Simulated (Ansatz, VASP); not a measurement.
One calculation of AlCo, two programs

```
Co Al
1.0
     0.00000    2.01683    2.01683
     2.01683    0.00000    2.01683
     2.01683    2.01683    0.00000
Co Al
1 1
Direct
  0.00000 0.00000 0.00000
  0.50000 0.50000 0.50000
```

Change from the starting cell: volume scaled by 0.64, PAW files.

Alike in both runs: task single point; functional LDA; k mesh 15 × 15 × 15; occupations fermi-dirac, width 0.08 eV; no spin polarisation.

|  | VASP | Ansatz |
| --- | --- | --- |
| version | VASP 6.6.1 | Ansatz 0.2.0 |
| potentials or method | VASP PAW LDA potentials, release 64 (Co, Al) | PAW with Ansatz's default frozen-core files, scalar-relativistic |
| plane-wave cutoff (eV) | 520 | 420 |
| valence electrons in the cell | 12 | 20 |

```csv
,VASP,Ansatz,Ansatz less VASP
pressure (GPa),159.2,155.3,-3.88
```

LDA's correlation is that of Perdew and Zunger in VASP and of Perdew and Wang (1992) in Ansatz. Both programs put the cell under a high pressure, so it lies far from rest at this level. VASP's potentials hold 12 valence electrons a cell and Ansatz's 20, so a difference there can come from the potentials and not from the codes.

Noted on VASP's run: the cell as given lies far from equilibrium.
